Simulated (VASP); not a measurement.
A run of VASP 6.6.1 is set up as follows.

POSCAR

```
HfGeCl
1.0
    3.6972640000      0.0000000000      0.0000000000
    0.0000000000      3.6972640000      0.0000000000
    0.0000000000      0.0000000000      8.4741690000
Hf Ge Cl
2 2 2
Direct
    0.0000000000      0.5000000000      0.2590000000
    0.5000000000      0.0000000000      0.7410000000
    0.0000000000      0.0000000000      0.0000000000
    0.5000000000      0.5000000000      0.0000000000
    0.0000000000      0.5000000000      0.6150000000
    0.5000000000      0.0000000000      0.3850000000
```

File INCAR.step1:

```
PREC = Accurate
ENCUT = 520
ISMEAR = -1
SIGMA = 0.0899
LREAL = F
LASPH = T
NELM = 100
NBANDS = 40
GGA = PE
ALGO = Normal
EDIFF = 1E-4
LWAVE = T
LCHARG = F
```

File INCAR.step2:

```
PREC = Accurate
ENCUT = 520
EDIFF = 1E-7
ISMEAR = -1
SIGMA = 0.0899
LREAL = F
LASPH = T
NELM = 100
ALGO = Normal
ISIF = 2
LWAVE = F
LCHARG = F
METAGGA = R2SCAN
LMIXTAU = T
NBANDS = 40
ISTART = 1
```

KPOINTS

```
regular mesh
0
Gamma
  9 9 4
```

Potentials or basis: VASP PAW PBE potentials, release 64 (Hf_pv, Ge_d, Cl).

The run is started by

```bash
$ cat potpaw_PBE.64/Hf_pv/POTCAR potpaw_PBE.64/Ge_d/POTCAR potpaw_PBE.64/Cl/POTCAR > POTCAR
$ cp INCAR.step1 INCAR
$ mpirun -np 1 vasp_std > vasp.out
$ cp INCAR.step2 INCAR
$ mpirun -np 1 vasp_std > vasp.out
```

**Question.** Estimate the largest force.

**Answer.** 2.311 eV/Å.

**Question.** What does it give for the pressure?

**Answer.** -5.4 GPa.

**Question.** Predict the band gap on the k mesh.

**Answer.** Zero (bands 31 and 32 overlap by 1.86 eV).

Stress tensor (GPa, compression positive):
```
-3.39  0.00  0.00
 0.00 -3.39  0.00
 0.00  0.00 -9.47
```

Caveat: the stress differs along the axes, from -9 to -3 GPa; the PAW data sets were made with another functional, which shifts forces and pressure a little; spin-orbit coupling is left out, which moves the levels of the heavy elements.
